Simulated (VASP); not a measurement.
A run of VASP 6.6.1 is set up as follows.

Contents of INCAR:

```
ALGO     = Normal         # electronic algorithm
EDIFF    = 1E-6           # SCF threshold, eV
ENCUT    = 520            # plane-wave cutoff, eV
GGA      = PE             # functional
ISIF     = 2              # what is computed and relaxed
ISMEAR   = -1             # smearing method
LASPH    = True           # aspherical terms in the spheres
LCHARG   = True           # write CHGCAR
LELF     = True           # ELF
LREAL    = False          # projectors in reciprocal space
LVHAR    = True         
LWAVE    = False          # write WAVECAR
NBANDS   = 26             # bands
NELM     = 80             # most SCF steps
PREC     = Accurate       # precision mode
SIGMA    = 0.02           # smearing width, eV
```

KPOINTS

```
k-points
0
Gamma
  12 12 6
```

The input POSCAR:

```
GaN
1.0
    3.3251180526      0.0000000000      0.0000000000
   -1.6625590263      2.8796367041      0.0000000000
    0.0000000000      0.0000000000      5.1836255286
Ga N
2 2
Direct
    0.3333333333      0.6666666667     -0.0036687774
    0.6666666667      0.3333333333      0.4963312226
    0.3333333333      0.6666666667      0.3786687774
    0.6666666667      0.3333333333      0.8786687774
```

Potentials or basis: VASP PAW PBE potentials, release 64 (Ga_d, N).

Run with:

```sh
$ cat potpaw_PBE.64/Ga_d/POTCAR potpaw_PBE.64/N/POTCAR > POTCAR
$ mpirun -np 1 vasp_std > vasp.out
```

(1) What does it give for the largest force?

(2) Estimate the band gap on the k mesh.

Results:

(1) 0.026 eV/Å.

(2) 1.29 eV, direct.

Caveat: the cell differs from its parent crystal (biaxial xy strain +4.5%).
